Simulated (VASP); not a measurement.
The system is HfSi3.

```
CELL_PARAMETERS angstrom
4.06750 0.00000 0.00000
0.00000 4.06750 0.00000
0.00000 0.00000 4.06750
ATOMIC_POSITIONS crystal
Hf 0.00000 0.00000 0.00000
Si 0.00000 0.50000 0.50000
Si 0.50000 0.00000 0.50000
Si 0.50000 0.50000 0.00000
```

Base run:

- Program: VASP 6.6.1
- Functional: PBE
- Potentials or basis: VASP PAW PBE potentials, release 64 (Hf_pv, Si)
- Cutoff: 500 eV
- k mesh: 5 × 5 × 5
- Occupations: fermi-dirac, width 0.04 eV
- Spin: no spin polarisation

Its results: band gap on the k mesh zero (bands 11 and 12 overlap by 1.27 eV); pressure -6.0 GPa.

Q: The run is repeated on the same cell with these changes: k mesh from 5 × 5 × 5 to 6 × 6 × 6. What comes out?

A: Band gap on the k mesh zero (bands 11 and 12 overlap by 1.71 eV); pressure -6.5 GPa.

Caveats: the cell stands under tension; spin-orbit coupling is left out, which moves the levels of the heavy elements.
